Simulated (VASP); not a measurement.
# ZnO (P6_3mc) in VASP: notebook

Runs on ZnO. Level: PBEsol. Tasks: single point.

All numbers are computed with VASP 6.6.1; they aren't measurements. Logs are shortened: lines on timing, memory, paths and dates and some standing lists are left out, and cuts for length are marked.

## 1. The cell of the first run

The structure is hexagonal, space group P6_3mc (No. 186). Conventional cell: a = 3.101 Å, b = 3.101 Å, c = 5.415 Å, α = 90.00°, β = 90.00°, γ = 120.00°. Within 2.6 Å of Zn (site symmetry 3m) lie 4 O at 1.94 to 1.95 Å. O (site symmetry 3m) has 4 Zn at 1.94 to 1.95 Å within 2.6 Å.

## 2. Single point, PBEsol (biaxial strain in the a-b plane: -4.0 %, then relaxed in part)

File INCAR:

```
  PREC = Accurate
  ENCUT = 520
  EDIFF = 1E-6
  ISMEAR = 0
  SIGMA = 0.02
  LREAL = False
  LASPH = True
  NELM = 100
  ALGO = Normal
  ISIF = 2
  LWAVE = False
  LCHARG = False
  GGA = PS
  NBANDS = 26
```

File KPOINTS:

```
Automatic mesh
0
Gamma
  9 9 6
```

File POSCAR:

```
ZnO
1.0
    3.1012960820      0.0000000000      0.0000000000
   -1.5506480410      2.6858011917      0.0000000000
    0.0000000000      0.0000000000      5.4154873626
Zn O
2 2
Direct
    0.6666666667      0.3333333333      0.5107779532
    0.3333333333      0.6666666667      0.0107779532
    0.6666666667      0.3333333333      0.8695320468
    0.3333333333      0.6666666667      0.3695320468
```

Potentials or basis: VASP PAW PBE potentials, release 64 (Zn, O).

On the command line:

```
> cat potpaw_PBE.64/Zn/POTCAR potpaw_PBE.64/O/POTCAR > POTCAR
> mpirun -np 1 vasp_std > vasp.out
```

OUTCAR:

```text
PREC = Accurate
   ENCUT = 520
   EDIFF = 1E-6
   ISMEAR = 0
   LREAL = False
   LASPH = True
   NELM = 100
   ISIF = 2
   GGA = PS

 ion  position               nearest neighbor table
   1  0.667  0.333  0.511-   3 1.94   4 1.95   4 1.95   4 1.95
   2  0.333  0.667  0.011-   4 1.94   3 1.95   3 1.95   3 1.95
   3  0.667  0.333  0.870-   1 1.94   2 1.95   2 1.95   2 1.95
   4  0.333  0.667  0.370-   2 1.94   1 1.95   1 1.95   1 1.95

  LATTYP: Found a hexagonal cell.
 ALAT       =     3.1012960820
 C/A-ratio  =     1.7462013363

  Lattice vectors:

 A1 = (   3.1012960820,   0.0000000000,   0.0000000000)
 A2 = (  -1.5506480410,   2.6858011917,   0.0000000000)
 A3 = (   0.0000000000,   0.0000000000,   5.4154873626)

Analysis of symmetry for initial positions (statically):
=====================================================================
 Subroutine PRICEL returns:
 Original cell was already a primitive cell.

 Routine SETGRP: Setting up the symmetry group for a
 hexagonal supercell.

 Subroutine GETGRP returns: Found 12 space group operations
 (whereof  6 operations were pure point group operations)
 out of a pool of 24 trial point group operations.

The static configuration has the point symmetry C_3v.
 The point group associated with its full space group is C_6v.

Analysis of symmetry for dynamics (positions and initial velocities):
=====================================================================
 Subroutine PRICEL returns:
 Original cell was already a primitive cell.

 Routine SETGRP: Setting up the symmetry group for a
 hexagonal supercell.

 Subroutine GETGRP returns: Found 12 space group operations
 (whereof  6 operations were pure point group operations)
 out of a pool of 24 trial point group operations.

The dynamic configuration has the point symmetry C_3v.
 The point group associated with its full space group is C_6v.

 Subroutine INISYM returns: Found 12 space group operations
 (whereof  6 operations are pure point group operations),
 and found     1 'primitive' translations

----------------------------------------------------------------------------------------

                                     Primitive cell

  volume of cell :      45.1081

  direct lattice vectors                    reciprocal lattice vectors
     3.101296082  0.000000000  0.000000000     0.322445833  0.186164189  0.000000000
    -1.550648041  2.685801192  0.000000000     0.000000000  0.372328378  0.000000000
     0.000000000  0.000000000  5.415487363     0.000000000  0.000000000  0.184655587

  length of vectors
     3.101296082  3.101296082  5.415487363     0.372328378  0.372328378  0.184655587

  position of ions in fractional coordinates (direct lattice)
     0.666666667  0.333333333  0.510777953
     0.333333333  0.666666667  0.010777953
     0.666666667  0.333333333  0.869532047
     0.333333333  0.666666667  0.369532047

  ion indices of the primitive-cell ions
   primitive index   ion index
                 1           1
                 2           2
                 3           3
                 4           4

----------------------------------------------------------------------------------------

 KPOINTS: Automatic mesh

Automatic generation of k-mesh.
 Grid dimensions read from file:
 generate k-points for:    9    9    6

 Generating k-lattice:

  Cartesian coordinates                     Fractional coordinates (reciprocal lattice)
     0.035827315  0.020684910  0.000000000     0.111111111  0.000000000  0.000000000
     0.000000000  0.041369820  0.000000000     0.000000000  0.111111111  0.000000000
     0.000000000  0.000000000  0.030775931     0.000000000  0.000000000  0.166666667

  Length of vectors
     0.041369820  0.041369820  0.030775931

  Shift w.r.t. Gamma in fractional coordinates (k-lattice)
     0.000000000  0.000000000  0.000000000

 Subroutine IBZKPT returns following result:
 ===========================================

 Found     48 irreducible k-points:

 Following reciprocal coordinates:
            Coordinates               Weight
  0.000000  0.000000  0.000000      1.000000
  0.111111 -0.000000  0.000000      6.000000
  0.222222 -0.000000  0.000000      6.000000
  0.333333  0.000000  0.000000      6.000000
  0.444444 -0.000000  0.000000      6.000000
  0.111111  0.111111  0.000000      6.000000
[... 16 lines left out ...]
  0.333333  0.222222  0.166667     24.000000
  0.333333  0.333333  0.166667      4.000000
 [... further k-points ...]
   k-points           NKPTS =     48   k-points in BZ     NKDIM =     48   number of bands    NBANDS=     26
   number of dos      NEDOS =    301   number of ions     NIONS =      4
   total plane-waves  NPLWV =  23040
   dimension x,y,z NGX =    24 NGY =   24 NGZ =   40
   dimension x,y,z NGXF=    48 NGYF=   48 NGZF=   80
   ions per type =               2   2
   NGX,Y,Z   is equivalent  to a cutoff of  12.87, 12.87, 12.28 a.u.
   NGXF,Y,Z  is equivalent  to a cutoff of  25.73, 25.73, 24.56 a.u.
 SYSTEM =  unknown system
   PREC   = accura    normal or accurate (medium, high low for compatibility)
   ISTART =      0    job   : 0-new  1-cont  2-samecut
   ICHARG =      2    charge: 1-file 2-atom 10-const
   ISPIN  =      1    spin polarized calculation?
   LNONCOLLINEAR =      F non collinear calculations
   LSORBIT =      F    spin-orbit coupling
   LASPH  =      T    aspherical Exc in radial PAW
   ENCUT  =  520.0 eV  38.22 Ry    6.18 a.u.   5.77  5.77 10.07*2*pi/ulx,y,z
   NELM   =    100;   NELMIN=  2; NELMDL= -5     # of ELM steps
   EDIFF  = 0.1E-05   stopping-criterion for ELM
   LREAL  =      F    real-space projection
   EDIFFG = 0.1E-04   stopping-criterion for IOM
   NSW    =      0    number of steps for IOM
   IBRION =     -1    ionic relax: 0-MD 1-quasi-New 2-CG
   NFREE  =      0    steps in history (QN), initial steepest desc. (CG)
   ISIF   =      2    stress and relaxation
   ISYM   =      2    0-nonsym 1-usesym 2-fastsym
   POTIM  = 0.5000    time-step for ionic-motion
   TEBEG  =    0.0;   TEEND  =   0.0 temperature during run
   PSTRESS=    0.0 pullay stress
   NELECT =      36.0000    total number of electrons
   NUPDOWN=      -1.0000    fix difference up-down
   EMIN   =  10.00;   EMAX   =-10.00  energy-range for DOS
   EFERMI =   0.00;   METHOD = LEGACY
   ISMEAR =     0;   SIGMA  =   0.02  broadening in eV -4-tet -1-fermi 0-gaus
   EFERMI_NEDOS =   21; number of points for ismear=-14 and -15
   IALGO  =     38    algorithm
   IMIX   =      4    mixing-type and parameters
     AMIX     =   0.40;   BMIX     =  1.00
     AMIX_MAG =   1.60;   BMIX_MAG =  1.00
  volume/ion in A,a.u.               =      11.28        76.10
  Fermi-wavevector in a.u.,A,eV,Ry     =   1.518533  2.869611 31.374235  2.305941
  Thomas-Fermi vector in A             =   2.627641
   LORBIT       =      0    0 simple, 1 ext, 2 COOP (PROOUT), +10 PAW based schemes
   GGA     = PS    functional components
   LHFCALC =     F    Hartree Fock is set to
   AEXX    =    0.0000 exact exchange contribution
   IVDW    =     0    specifies the selected vdW correction
   LEPSILON=     F    determine dielectric tensor
   LRPA    =     F    only Hartree local field effects (RPA)
 non-spin polarized calculation
 Gauss-broadening in eV      SIGMA  =   0.02
  energy-cutoff  :      520.00
  volume of cell :       45.11
 maximum number of plane-waves:      1230
 NGX is ok and might be reduce to    24
   NGX = 11   NGY = 11   NGZ = 21

 number of electron      36.0000019 magnetization

 Free energy of the ion-electron system (eV)
  ---------------------------------------------------
  ext. energy  EPLUGINS =         0.00000000
  ---------------------------------------------------
  free energy    TOTEN  =       -19.29301672 eV

  energy without entropy =      -19.29301672  energy(sigma->0) =      -19.29301672

 E-fermi :   1.7497     XC(G=0): -11.4927

 val. band max:        1.5815004438   @ k =   0.0000   0.0000   0.0000
 cond. band min:       2.2005485775   @ k =   0.0000   0.0000   0.0000
 fundamental gap:      0.6190481338
 Fermi energy:         1.7497452017

 k-point     1 :       0.0000    0.0000    0.0000
  band No.  band energies     occupation
      1     -16.9181      2.00000
      2     -16.1953      2.00000
      3      -4.9272      2.00000
      4      -4.6419      2.00000
      5      -4.3560      2.00000
      6      -4.3560      2.00000
[... 18 lines left out ...]
     25      16.6663      0.00000
     26      16.6663      0.00000

 k-point     2 :       0.1111   -0.0000    0.0000
  band No.  band energies     occupation
      1     -16.8350      2.00000
      2     -16.1504      2.00000
      3      -4.7881      2.00000
      4      -4.5910      2.00000
      5      -4.4454      2.00000
      6      -4.3235      2.00000
[... 18 lines left out ...]
     25      15.5947      0.00000
     26      16.6845      0.00000

 k-point     3 :       0.2222   -0.0000    0.0000
  band No.  band energies     occupation
      1     -16.6135      2.00000
      2     -16.0387      2.00000
      3      -4.7385      2.00000
      4      -4.4861      2.00000
      5      -4.3350      2.00000
      6      -4.2554      2.00000
[... 18 lines left out ...]
     25      15.4730      0.00000
     26      15.8452      0.00000

 k-point     4 :       0.3333    0.0000    0.0000
  band No.  band energies     occupation
      1     -16.3338      2.00000
      2     -15.9228      2.00000
      3      -4.8760      2.00000
      4      -4.4826      2.00000
      5      -4.2085      2.00000
      6      -4.0818      2.00000
[... 18 lines left out ...]
     25      15.0471      0.00000
     26      16.2988      0.00000
[... 496 lines left out ...]
      1     -16.1786      2.00000
      2     -15.9016      2.00000
      3      -4.6808      2.00000
      4      -4.6245      2.00000
      5      -4.2023      2.00000
      6      -4.1093      2.00000
[... 18 lines left out ...]
     25      13.5836      0.00000
     26      17.0882      0.00000

 k-point    23 :       0.3333    0.2222    0.1667
  band No.  band energies     occupation
      1     -16.0044      2.00000
      2     -15.8693      2.00000
      3      -4.6720      2.00000
      4      -4.4292      2.00000
      5      -4.2118      2.00000
      6      -4.0068      2.00000
[... 18 lines left out ...]
     25      14.5677      0.00000
     26      16.1189      0.00000

 k-point    24 :       0.3333    0.3333    0.1667
  band No.  band energies     occupation
      1     -15.9017      2.00000
      2     -15.9017      2.00000
      3      -4.6441      2.00000
      4      -4.2130      2.00000
      5      -4.2130      2.00000
      6      -3.9919      2.00000
[... 18 lines left out ...]
     25      15.1579      0.00000
     26      16.3516      0.00000

 [... further k-points ...]
[... 5 lines left out ...]
  --------------------------------------------------------------------------------------
  -------------------------------------------------------------------------------------
  Total        2.8271954      2.8271954      0.3138818      0.0000000      0.0000000     -0.0000000
  in kB      100.4180462    100.4180462     11.1486458      0.0000000      0.0000000     -0.0000000
  external PRESSURE =      70.6615794 kB  Pullay stress =       0.0000000 kB

 VOLUME and BASIS-vectors are now :
 -----------------------------------------------------------------------------
  energy-cutoff  :      520.00
  volume of cell :       45.11
      direct lattice vectors                 reciprocal lattice vectors
     3.101296082  0.000000000  0.000000000     0.322445833  0.186164189  0.000000000
    -1.550648041  2.685801192  0.000000000     0.000000000  0.372328378  0.000000000
     0.000000000  0.000000000  5.415487363     0.000000000  0.000000000  0.184655587

 POSITION                                       TOTAL-FORCE (eV/Angst)
 -----------------------------------------------------------------------------------
      1.55065      0.89527      2.76611        -0.000000     -0.000000      0.017616
     -0.00000      1.79053      0.05837         0.000000      0.000000      0.017616
      1.55065      0.89527      4.70894         0.000000      0.000000     -0.017616
     -0.00000      1.79053      2.00120         0.000000     -0.000000     -0.017616
 -----------------------------------------------------------------------------------
    total drift:                                0.000001      0.000002      0.000884

  FREE ENERGIE OF THE ION-ELECTRON SYSTEM (eV)
  ---------------------------------------------------
  free  energy   TOTEN  =       -19.2930167159 eV

  energy  without entropy=      -19.2930167159  energy(sigma->0) =      -19.29301672
```

Wall time 36 s (1 thread of Intel Xeon Platinum 8488C (Sapphire Rapids), shared host); peak memory 0.18 GiB.

Results:

- Free energy: -19.2930 eV
- Pressure: 7.1 GPa
- Largest force: 0.018 eV/Å
- Band gap on the k mesh: 0.62 eV, direct

Forces in eV/Å, atoms in the order of the input:
```
Zn   0.000  0.000  0.018
Zn   0.000  0.000  0.018
O    0.000  0.000 -0.018
O    0.000  0.000 -0.018
```

Stress tensor (GPa, compression positive):
```
10.04  0.00  0.00
 0.00 10.04  0.00
 0.00  0.00  1.11
```

Caveat: the cell differs from its parent crystal (biaxial strain in the a-b plane: -4.0 %, then relaxed in part); the PAW data sets were made with another functional, which shifts forces and pressure a little.

## 3. Single point, PBEsol

File INCAR:

```
SYSTEM = ZnO
PREC = Accurate
ENCUT = 520
EDIFF = 1E-7
ISMEAR = 0
SIGMA = 0.02
LREAL = .FALSE.
LASPH = .TRUE.
NELM = 80
ALGO = Normal
ISIF = 2
LWAVE = .FALSE.
LCHARG = .FALSE.
GGA = PS
NBANDS = 26
```

File KPOINTS:

```
Automatic mesh
0
G
  9 9 6
  0 0 0
```

POSCAR is that of step 2.

Potentials or basis: VASP PAW PBE potentials, release 64 (Zn, O).

On the command line:

```
> cat potpaw_PBE.64/Zn/POTCAR potpaw_PBE.64/O/POTCAR > POTCAR
> mpirun -np 1 vasp_std > vasp.out
```

OUTCAR:

```text
SYSTEM = ZnO
   PREC = Accurate
   ENCUT = 520
   EDIFF = 1E-7
   ISMEAR = 0
   LREAL = .FALSE.
   LASPH = .TRUE.
   NELM = 80
   ISIF = 2
   GGA = PS

 ion  position               nearest neighbor table
   1  0.667  0.333  0.511-   3 1.94   4 1.95   4 1.95   4 1.95
   2  0.333  0.667  0.011-   4 1.94   3 1.95   3 1.95   3 1.95
   3  0.667  0.333  0.870-   1 1.94   2 1.95   2 1.95   2 1.95
   4  0.333  0.667  0.370-   2 1.94   1 1.95   1 1.95   1 1.95

  LATTYP: Found a hexagonal cell.
 ALAT       =     3.1012960820
 C/A-ratio  =     1.7462013363

  Lattice vectors:

 A1 = (   3.1012960820,   0.0000000000,   0.0000000000)
 A2 = (  -1.5506480410,   2.6858011917,   0.0000000000)
 A3 = (   0.0000000000,   0.0000000000,   5.4154873626)

Analysis of symmetry for initial positions (statically):
=====================================================================
 Subroutine PRICEL returns:
 Original cell was already a primitive cell.

 Routine SETGRP: Setting up the symmetry group for a
 hexagonal supercell.

[... 167 lines left out ...]
  ext. energy  EPLUGINS =         0.00000000
  ---------------------------------------------------
  free energy    TOTEN  =       -19.29301630 eV

  energy without entropy =      -19.29301630  energy(sigma->0) =      -19.29301630

 E-fermi :   1.7495     XC(G=0): -11.4927

 val. band max:        1.5809444843   @ k =   0.0000   0.0000   0.0000
 cond. band min:       2.2004413359   @ k =   0.0000   0.0000   0.0000
 fundamental gap:      0.6194968516
 Fermi energy:         1.7494727486

 k-point     1 :       0.0000    0.0000    0.0000
  band No.  band energies     occupation
      1     -16.9185      2.00000
      2     -16.1958      2.00000
      3      -4.9275      2.00000
      4      -4.6423      2.00000
      5      -4.3564      2.00000
      6      -4.3564      2.00000
[... 685 lines left out ...]
     25      15.1579      0.00000
     26      16.3515      0.00000

 [... further k-points ...]
[... 5 lines left out ...]
  --------------------------------------------------------------------------------------
  -------------------------------------------------------------------------------------
  Total        2.8571907      2.8571907      0.3430791      0.0000000      0.0000000     -0.0000000
  in kB      101.4834366    101.4834366     12.1856906      0.0000000      0.0000000     -0.0000000
  external PRESSURE =      71.7175213 kB  Pullay stress =       0.0000000 kB

 VOLUME and BASIS-vectors are now :
 -----------------------------------------------------------------------------
  energy-cutoff  :      520.00
  volume of cell :       45.11
      direct lattice vectors                 reciprocal lattice vectors
     3.101296082  0.000000000  0.000000000     0.322445833  0.186164189  0.000000000
    -1.550648041  2.685801192  0.000000000     0.000000000  0.372328378  0.000000000
     0.000000000  0.000000000  5.415487363     0.000000000  0.000000000  0.184655587

 POSITION                                       TOTAL-FORCE (eV/Angst)
 -----------------------------------------------------------------------------------
      1.55065      0.89527      2.76611        -0.000000      0.000000      0.017587
     -0.00000      1.79053      0.05837        -0.000000      0.000000      0.017587
      1.55065      0.89527      4.70894        -0.000000     -0.000000     -0.017587
     -0.00000      1.79053      2.00120         0.000000     -0.000000     -0.017587
 -----------------------------------------------------------------------------------
    total drift:                                0.000001      0.000002      0.000939

  FREE ENERGIE OF THE ION-ELECTRON SYSTEM (eV)
  ---------------------------------------------------
  free  energy   TOTEN  =       -19.2930162979 eV

  energy  without entropy=      -19.2930162979  energy(sigma->0) =      -19.29301630
```

OSZICAR:

```text
N       E                     dE             d eps       ncg     rms          rms(c)
DAV:   1     0.298518707696E+03    0.29852E+03   -0.18104E+04  2520   0.204E+03
DAV:   2     0.958941479180E+01   -0.28893E+03   -0.27153E+03  2584   0.418E+02
DAV:   3    -0.215404641196E+02   -0.31130E+02   -0.30733E+02  2794   0.140E+02
DAV:   4    -0.221295328119E+02   -0.58907E+00   -0.58791E+00  2762   0.195E+01
DAV:   5    -0.221324459590E+02   -0.29131E-02   -0.29129E-02  2754   0.142E+00    0.152E+01
DAV:   6    -0.191626436016E+02    0.29698E+01   -0.55911E+00  4030   0.603E+01    0.993E+00
DAV:   7    -0.193428016751E+02   -0.18016E+00   -0.26459E+00  2562   0.157E+01    0.581E+00
DAV:   8    -0.193402590708E+02    0.25426E-02   -0.49451E-01  3728   0.702E+00    0.164E+00
DAV:   9    -0.192909599007E+02    0.49299E-01   -0.90733E-02  3770   0.594E+00    0.344E-01
DAV:  10    -0.192929998513E+02   -0.20400E-02   -0.37655E-02  2554   0.132E+00    0.109E-01
DAV:  11    -0.192929922390E+02    0.76122E-05   -0.67943E-04  3006   0.328E-01    0.270E-02
DAV:  12    -0.192930183093E+02   -0.26070E-04   -0.47713E-05  3418   0.149E-01    0.170E-02
DAV:  13    -0.192930168884E+02    0.14209E-05   -0.10714E-05  3400   0.961E-02    0.705E-03
DAV:  14    -0.192930167260E+02    0.16240E-06   -0.35614E-06  2716   0.258E-02    0.395E-03
DAV:  15    -0.192930163625E+02    0.36352E-06   -0.66489E-07  3030   0.748E-03    0.913E-04
DAV:  16    -0.192930162979E+02    0.64556E-07   -0.37169E-08  1332   0.229E-03
   1 F= -.19293016E+02 E0= -.19293016E+02  d E =-.675752E-35
```

Run time: 39 s. Hardware: 1 thread of Intel Xeon Platinum 8488C (Sapphire Rapids), shared host; peak memory 0.18 GiB.

Results:

```yaml
Free_energy: -19.2930 eV
Pressure: 7.2 GPa
Largest_force: 0.018 eV/Å
Band_gap_on_the_k_mesh: 0.62 eV, direct
```

Forces in eV/Å, atoms in the order of the input:
```
Zn   0.000  0.000  0.018
Zn   0.000  0.000  0.018
O    0.000  0.000 -0.018
O    0.000  0.000 -0.018
```

Levels at points of the mesh, in eV from the valence-band top:
```csv
k point,band 16,band 17,band 18,band 19,band 20,band 21
"(0.00, 0.00, 0.00)",-0.24,0.00,0.00,0.62,5.66,7.59
"(0.00, 0.00, 0.50)",-0.42,-0.42,-0.42,3.36,3.36,9.75
```

Caveat: the PAW data sets were made with another functional, which shifts forces and pressure a little.

[end of part 1 of 2]
